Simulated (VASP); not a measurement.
Input of a VASP 6.6.1 run:

File POSCAR:

```
Sn
1.0
   -1.8614607159      1.8614607159      1.8614607159
    1.8614607159     -1.8614607159      1.8614607159
    1.8614607159      1.8614607159     -1.8614607159
Sn
1
Direct
    0.0000000000      0.0000000000      0.0000000000
```

File INCAR.step1:

```
  PREC = Accurate
  ENCUT = 520
  ISMEAR = -1
  SIGMA = 0.05
  LREAL = F
  LASPH = T
  NELM = 60
  NBANDS = 13
  GGA = PE
  ALGO = Normal
  EDIFF = 1E-4
  LWAVE = T
  LCHARG = F
```

INCAR.step2

```
  PREC = Accurate
  ENCUT = 520
  EDIFF = 1E-6
  ISMEAR = -1
  SIGMA = 0.05
  LREAL = F
  LASPH = T
  NELM = 60
  ALGO = Normal
  ISIF = 2
  LWAVE = F
  LCHARG = F
  METAGGA = R2SCAN
  LMIXTAU = T
  NBANDS = 13
  ISTART = 1
```

KPOINTS

```
regular mesh
0
Gamma
  10 10 10
```

Potentials or basis: VASP PAW PBE potentials, release 64 (Sn_d).

Command:

```sh
$ cat potpaw_PBE.64/Sn_d/POTCAR > POTCAR
$ cp INCAR.step1 INCAR
$ mpirun -np 1 vasp_std > vasp.out
$ cp INCAR.step2 INCAR
$ mpirun -np 1 vasp_std > vasp.out
```

(1) What does it give for the band gap on the k mesh?

(2) Predict the pressure.

Results:

(1) zero (band 7 reaches 17.65 eV, above the bottom of band 8 at 6.09 eV).

(2) 2.0 GPa.

Caveat: the PAW data sets were made with another functional, which shifts forces and pressure a little; spin-orbit coupling is left out, which moves the levels of the heavy elements.
